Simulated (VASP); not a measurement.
# SnO (P4/nmm) in VASP: density of states with PBE

Aim: the density of states of SnO with PBE.

All numbers are computed with VASP 6.6.1; they aren't measurements. Logs are shortened: lines on timing, memory, paths and dates and some standing lists are left out, and cuts for length are marked.

## (1) The cell of the first run

It takes space group P4/nmm (No. 129, tetragonal). The conventional cell has a = 3.799 Å, b = 3.799 Å, c = 4.841 Å, α = 90.00°, β = 90.00°, γ = 90.00°. Within 2.9 Å of Sn (site symmetry 4mm) lie 4 O at 2.22 Å. Within 2.9 Å of O (site symmetry -4m2) lie 4 Sn at 2.22 Å and 4 O at 2.69 Å.

## (2) Density of states, PBE

File POSCAR:

```
SnO
1.0
    3.7986000000      0.0000000000      0.0000000000
    0.0000000000      3.7986000000      0.0000000000
    0.0000000000      0.0000000000      4.8408000000
Sn O
2 2
Direct
    0.5000000000      0.0000000000      0.2369000000
    0.0000000000      0.5000000000      0.7631000000
    0.0000000000      0.0000000000      0.0000000000
    0.5000000000      0.5000000000      0.0000000000
```

File INCAR.step1:

```
PREC     = Accurate       # precision mode
ENCUT    = 520            # plane-wave cutoff, eV
EDIFF    = 1E-6           # SCF threshold, eV
ISMEAR   = 0              # smearing method
SIGMA    = 0.05           # smearing width, eV
LREAL    = F              # projectors in reciprocal space
LASPH    = T              # aspherical terms in the spheres
NELM     = 100            # most SCF steps
ALGO     = Normal         # electronic algorithm
ISIF     = 2              # what is computed and relaxed
LWAVE    = F              # write WAVECAR
LCHARG   = T              # write CHGCAR
GGA      = PE             # functional
NBANDS   = 28             # bands
```

File KPOINTS.step1:

```
Automatic mesh
0
Gamma
  8 8 6
```

File INCAR.step2:

```
PREC     = Accurate       # precision mode
ENCUT    = 520            # plane-wave cutoff, eV
EDIFF    = 1E-6           # SCF threshold, eV
ISMEAR   = -5             # smearing method
SIGMA    = 0.05           # smearing width, eV
LREAL    = F              # projectors in reciprocal space
LASPH    = T              # aspherical terms in the spheres
NELM     = 100            # most SCF steps
ALGO     = Normal         # electronic algorithm
ISIF     = 2              # what is computed and relaxed
LWAVE    = F              # write WAVECAR
LCHARG   = F              # write CHGCAR
GGA      = PE             # functional
LORBIT   = 10             # projections on sites
NBANDS   = 28             # bands
NEDOS    = 2001           # points of the DOS
ICHARG   = 11             # starting density
```

File KPOINTS.step2:

```
Automatic mesh
0
Gamma
  12 12 9
```

Potentials or basis: VASP PAW PBE potentials, release 64 (Sn_d, O).

Run with:

```
$ cat potpaw_PBE.64/Sn_d/POTCAR potpaw_PBE.64/O/POTCAR > POTCAR
$ cp INCAR.step1 INCAR
$ cp KPOINTS.step1 KPOINTS
$ mpirun -np 1 vasp_std > vasp.out
$ cp INCAR.step2 INCAR
$ cp KPOINTS.step2 KPOINTS
$ mpirun -np 1 vasp_std > vasp.out
```

OUTCAR:

```text
PREC = Accurate
   ENCUT = 520
   EDIFF = 1E-6
   ISMEAR = -5
   LREAL = F
   LASPH = T
   NELM = 100
   ISIF = 2
   GGA = PE
   LORBIT = 10
   ICHARG = 11

 ion  position               nearest neighbor table
   1  0.500  0.000  0.237-   3 2.22   4 2.22   4 2.22   3 2.22   2 3.53   2 3.53   2 3.53   2 3.53
                             2 3.70   2 3.70   2 3.70   2 3.70
   2  0.000  0.500  0.763-   3 2.22   4 2.22   3 2.22   4 2.22   1 3.53   1 3.53   1 3.53   1 3.53
                             1 3.70   1 3.70   1 3.70   1 3.70
   3  0.000  0.000  0.000-   1 2.22   2 2.22   2 2.22   1 2.22
   4  0.500  0.500  0.000-   1 2.22   2 2.22   1 2.22   2 2.22

  LATTYP: Found a simple tetragonal cell.
 ALAT       =     3.7986000000
 C/A-ratio  =     1.2743642395

  Lattice vectors:

 A1 = (   3.7986000000,   0.0000000000,   0.0000000000)
 A2 = (   0.0000000000,   3.7986000000,   0.0000000000)
 A3 = (   0.0000000000,   0.0000000000,   4.8408000000)

Analysis of symmetry for initial positions (statically):
=====================================================================
 Subroutine PRICEL returns:
 Original cell was already a primitive cell.

 Routine SETGRP: Setting up the symmetry group for a
 simple tetragonal supercell.

 Subroutine GETGRP returns: Found 16 space group operations
 (whereof  8 operations were pure point group operations)
 out of a pool of 16 trial point group operations.

The static configuration has the point symmetry D_2d.
 The point group associated with its full space group is D_4h.

Analysis of symmetry for dynamics (positions and initial velocities):
=====================================================================
 Subroutine PRICEL returns:
 Original cell was already a primitive cell.

 Routine SETGRP: Setting up the symmetry group for a
 simple tetragonal supercell.

 Subroutine GETGRP returns: Found 16 space group operations
 (whereof  8 operations were pure point group operations)
 out of a pool of 16 trial point group operations.

The dynamic configuration has the point symmetry D_2d.
 The point group associated with its full space group is D_4h.

 Subroutine INISYM returns: Found 16 space group operations
 (whereof  8 operations are pure point group operations),
 and found     1 'primitive' translations

----------------------------------------------------------------------------------------

                                     Primitive cell

  volume of cell :      69.8497

  direct lattice vectors                    reciprocal lattice vectors
     3.798600000  0.000000000  0.000000000     0.263254883  0.000000000  0.000000000
     0.000000000  3.798600000  0.000000000     0.000000000  0.263254883  0.000000000
     0.000000000  0.000000000  4.840800000     0.000000000  0.000000000  0.206577425

  length of vectors
     3.798600000  3.798600000  4.840800000     0.263254883  0.263254883  0.206577425

  position of ions in fractional coordinates (direct lattice)
     0.500000000  0.000000000  0.236900000
     0.000000000  0.500000000  0.763100000
     0.000000000  0.000000000  0.000000000
     0.500000000  0.500000000  0.000000000

  ion indices of the primitive-cell ions
   primitive index   ion index
                 1           1
                 2           2
                 3           3
                 4           4

----------------------------------------------------------------------------------------

 KPOINTS: Automatic mesh

Automatic generation of k-mesh.
 Grid dimensions read from file:
 generate k-points for:   12   12    9

 Generating k-lattice:

  Cartesian coordinates                     Fractional coordinates (reciprocal lattice)
     0.021937907  0.000000000  0.000000000     0.083333333  0.000000000  0.000000000
     0.000000000  0.021937907  0.000000000     0.000000000  0.083333333  0.000000000
     0.000000000  0.000000000  0.022953047     0.000000000  0.000000000  0.111111111

  Length of vectors
     0.021937907  0.021937907  0.022953047

  Shift w.r.t. Gamma in fractional coordinates (k-lattice)
     0.000000000  0.000000000  0.000000000

 TETIRR: Found   1950 inequivalent tetrahedra from     7776

 Subroutine IBZKPT returns following result:
 ===========================================

 Found    140 irreducible k-points:

 Following reciprocal coordinates:
            Coordinates               Weight
  0.000000  0.000000  0.000000      1.000000
  0.083333  0.000000  0.000000      4.000000
  0.166667  0.000000  0.000000      4.000000
  0.250000  0.000000  0.000000      4.000000
  0.333333  0.000000  0.000000      4.000000
  0.416667  0.000000  0.000000      4.000000
[... 16 lines left out ...]
  0.333333  0.333333  0.000000      4.000000
  0.416667  0.333333  0.000000      8.000000
 [... further k-points ...]
   k-points           NKPTS =    140   k-points in BZ     NKDIM =    140   number of bands    NBANDS=     28
   number of dos      NEDOS =   2001   number of ions     NIONS =      4
   total plane-waves  NPLWV =  28224
   dimension x,y,z NGX =    28 NGY =   28 NGZ =   36
   dimension x,y,z NGXF=    56 NGYF=   56 NGZF=   72
   ions per type =               2   2
   NGX,Y,Z   is equivalent  to a cutoff of  12.25, 12.25, 12.36 a.u.
   NGXF,Y,Z  is equivalent  to a cutoff of  24.51, 24.51, 24.73 a.u.
 SYSTEM =  unknown system
   PREC   = accura    normal or accurate (medium, high low for compatibility)
   ISTART =      0    job   : 0-new  1-cont  2-samecut
   ICHARG =     11    charge: 1-file 2-atom 10-const
   ISPIN  =      1    spin polarized calculation?
   LNONCOLLINEAR =      F non collinear calculations
   LSORBIT =      F    spin-orbit coupling
   LASPH  =      T    aspherical Exc in radial PAW
   ENCUT  =  520.0 eV  38.22 Ry    6.18 a.u.   7.06  7.06  9.00*2*pi/ulx,y,z
   NELM   =    100;   NELMIN=  2; NELMDL=  0     # of ELM steps
   EDIFF  = 0.1E-05   stopping-criterion for ELM
   LREAL  =      F    real-space projection
   EDIFFG = 0.1E-04   stopping-criterion for IOM
   NSW    =      0    number of steps for IOM
   IBRION =     -1    ionic relax: 0-MD 1-quasi-New 2-CG
   NFREE  =      0    steps in history (QN), initial steepest desc. (CG)
   ISIF   =      2    stress and relaxation
   ISYM   =      2    0-nonsym 1-usesym 2-fastsym
   POTIM  = 0.5000    time-step for ionic-motion
   TEBEG  =    0.0;   TEEND  =   0.0 temperature during run
   PSTRESS=    0.0 pullay stress
   NELECT =      40.0000    total number of electrons
   NUPDOWN=      -1.0000    fix difference up-down
   EMIN   =  10.00;   EMAX   =-10.00  energy-range for DOS
   EFERMI =   0.00;   METHOD = LEGACY
   ISMEAR =    -5;   SIGMA  =   0.05  broadening in eV -4-tet -1-fermi 0-gaus
   EFERMI_NEDOS =   21; number of points for ismear=-14 and -15
   IALGO  =     38    algorithm
   IMIX   =      4    mixing-type and parameters
     AMIX     =   0.40;   BMIX     =  1.00
     AMIX_MAG =   1.60;   BMIX_MAG =  1.00
  volume/ion in A,a.u.               =      17.46       117.84
  Fermi-wavevector in a.u.,A,eV,Ry     =   1.359482  2.569048 25.146163  1.848191
  Thomas-Fermi vector in A             =   2.486226
   LORBIT       =     10    0 simple, 1 ext, 2 COOP (PROOUT), +10 PAW based schemes
   GGA     = PE    functional components
   LHFCALC =     F    Hartree Fock is set to
   AEXX    =    0.0000 exact exchange contribution
   IVDW    =     0    specifies the selected vdW correction
   LEPSILON=     F    determine dielectric tensor
   LRPA    =     F    only Hartree local field effects (RPA)
 non-spin polarized calculation
 Fermi weights with tetrahedron method with Bloechl corrections
  energy-cutoff  :      520.00
  volume of cell :       69.85
 maximum number of plane-waves:      1898

 number of electron      39.9999994 magnetization

 Free energy of the ion-electron system (eV)
  ---------------------------------------------------
  ext. energy  EPLUGINS =         0.00000000
  ---------------------------------------------------
  free energy    TOTEN  =       -22.65974722 eV

  energy without entropy =      -22.65974722  energy(sigma->0) =      -22.65974722

 E-fermi :   7.2634     XC(G=0): -10.2670

 val. band max:        7.2582470912   @ k =   0.0833   0.0000   0.0000
 cond. band min:       7.3234545110   @ k =   0.5000   0.5000   0.0000
 fundamental gap:      0.0652074197
 Fermi energy:         7.2633709643

 k-point     1 :       0.0000    0.0000    0.0000
  band No.  band energies     occupation
      1     -14.8306      2.00000
      2     -14.3715      2.00000
      3     -14.3714      2.00000
      4     -14.3714      2.00000
      5     -14.3206      2.00000
      6     -14.3146      2.00000
[... 20 lines left out ...]
     27      14.0032      0.00000
     28      14.4079      0.00000

 k-point     2 :       0.0833    0.0000    0.0000
  band No.  band energies     occupation
      1     -14.8267      2.00000
      2     -14.3702      2.00000
      3     -14.3700      2.00000
      4     -14.3696      2.00000
      5     -14.3213      2.00000
      6     -14.3120      2.00000
[... 20 lines left out ...]
     27      14.1403      0.00000
     28      15.0059      0.00000

 k-point     3 :       0.1667    0.0000    0.0000
  band No.  band energies     occupation
      1     -14.8154      2.00000
      2     -14.3940      2.00000
      3     -14.3659      2.00000
      4     -14.3647      2.00000
      5     -14.3399      2.00000
      6     -14.3233      2.00000
[... 20 lines left out ...]
     27      14.2881      0.00000
     28      16.2940      0.00000

 k-point     4 :       0.2500    0.0000    0.0000
  band No.  band energies     occupation
      1     -14.7976      2.00000
      2     -14.4769      2.00000
      3     -14.3589      2.00000
      4     -14.3573      2.00000
      5     -14.3371      2.00000
      6     -14.3260      2.00000
[... 20 lines left out ...]
     27      14.5012      0.00000
     28      17.6384      0.00000

 k-point     5 :       0.3333    0.0000    0.0000
  band No.  band energies     occupation
      1     -14.7730      2.00000
      2     -14.5626      2.00000
      3     -14.3501      2.00000
      4     -14.3488      2.00000
      5     -14.3306      2.00000
      6     -14.3288      2.00000
[... 20 lines left out ...]
     27      14.7880      0.00000
     28      17.5093      0.00000

 k-point     6 :       0.4167    0.0000    0.0000
  band No.  band energies     occupation
      1     -14.7399      2.00000
      2     -14.6364      2.00000
      3     -14.3410      2.00000
      4     -14.3408      2.00000
      5     -14.3317      2.00000
      6     -14.3292      2.00000
[... 463 lines left out ...]
      5     -14.3297      2.00000
      6     -14.3285      2.00000
[... 20 lines left out ...]
     27      14.7565      0.00000
     28      15.4471      0.00000

 k-point    22 :       0.5000    0.2500    0.0000
  band No.  band energies     occupation
      1     -14.7316      2.00000
      2     -14.7316      2.00000
      3     -14.3356      2.00000
      4     -14.3356      2.00000
      5     -14.3306      2.00000
      6     -14.3306      2.00000
[... 20 lines left out ...]
     27      15.0632      0.00000
     28      15.0632      0.00000

 k-point    23 :       0.3333    0.3333    0.0000
  band No.  band energies     occupation
      1     -14.7735      2.00000
      2     -14.6869      2.00000
      3     -14.3439      2.00000
      4     -14.3341      2.00000
      5     -14.3312      2.00000
      6     -14.3230      2.00000
[... 20 lines left out ...]
     27      14.3132      0.00000
     28      15.4841      0.00000

 k-point    24 :       0.4167    0.3333    0.0000
  band No.  band energies     occupation
      1     -14.7671      2.00000
      2     -14.7244      2.00000
      3     -14.3370      2.00000
      4     -14.3353      2.00000
      5     -14.3308      2.00000
      6     -14.3186      2.00000
[... 20 lines left out ...]
     27      14.6725      0.00000
     28      15.0843      0.00000

 [... further k-points ...]
[... 5 lines left out ...]
  --------------------------------------------------------------------------------------
  -------------------------------------------------------------------------------------
  Total        2.4231761      2.4231761      1.9129600      0.0000000      0.0000000      0.0000000
  in kB       55.5816315     55.5816315     43.8785430      0.0000000      0.0000000      0.0000000
  external PRESSURE =      51.6806020 kB  Pullay stress =       0.0000000 kB

 VOLUME and BASIS-vectors are now :
 -----------------------------------------------------------------------------
  energy-cutoff  :      520.00
  volume of cell :       69.85
      direct lattice vectors                 reciprocal lattice vectors
     3.798600000  0.000000000  0.000000000     0.263254883  0.000000000  0.000000000
     0.000000000  3.798600000  0.000000000     0.000000000  0.263254883  0.000000000
     0.000000000  0.000000000  4.840800000     0.000000000  0.000000000  0.206577425

 POSITION                                       TOTAL-FORCE (eV/Angst)
 -----------------------------------------------------------------------------------
      1.89930      0.00000      1.14679         0.000000     -0.000000      0.583705
      0.00000      1.89930      3.69401         0.000000     -0.000000     -0.583705
      0.00000      0.00000      0.00000        -0.000000     -0.000000      0.000000
      1.89930      1.89930      0.00000        -0.000000      0.000000      0.000000
 -----------------------------------------------------------------------------------
    total drift:                                0.000000      0.000000      0.000000

  FREE ENERGIE OF THE ION-ELECTRON SYSTEM (eV)
  ---------------------------------------------------
  free  energy   TOTEN  =       -22.6597472220 eV

  energy  without entropy=      -22.6597472220  energy(sigma->0) =      -22.65974722

 total charge

# of ion       s       p       d       tot
------------------------------------------
    1        1.254   0.801  10.081  12.136
    2        1.254   0.801  10.081  12.136
    3        1.577   3.446   0.000   5.023
    4        1.577   3.446   0.000   5.023
--------------------------------------------------
tot          5.663   8.494  20.162  34.318
```

Run time: 3.2 min. Hardware: 1 thread of Intel Xeon Platinum 8259CL at 2.50GHz (Skylake/Cascade Lake), shared host; peak memory 0.32 GiB.

What came out:

```yaml
Valence_electrons_inside_the_program's_atomic_spheres: Sn 12.14; O 5.02
```

Levels at points of the mesh, in eV from the valence-band top:
| k point | band 17 | band 18 | band 19 | band 20 | band 21 | band 22 | band 23 | band 24 |
| --- | --- | --- | --- | --- | --- | --- | --- | --- |
| (0.00, 0.00, 0.00) | -3.57 | -3.27 | -3.27 | -0.01 | 2.08 | 4.32 | 4.69 | 4.69 |
| (0.50, 0.00, 0.00) | -4.95 | -4.95 | -2.76 | -2.76 | 3.17 | 3.17 | 5.93 | 5.93 |
| (0.50, 0.50, 0.00) | -2.60 | -2.60 | -1.91 | -1.91 | 0.07 | 0.07 | 4.45 | 4.45 |

Caveat: spin-orbit coupling is left out, which moves the levels of the heavy elements.
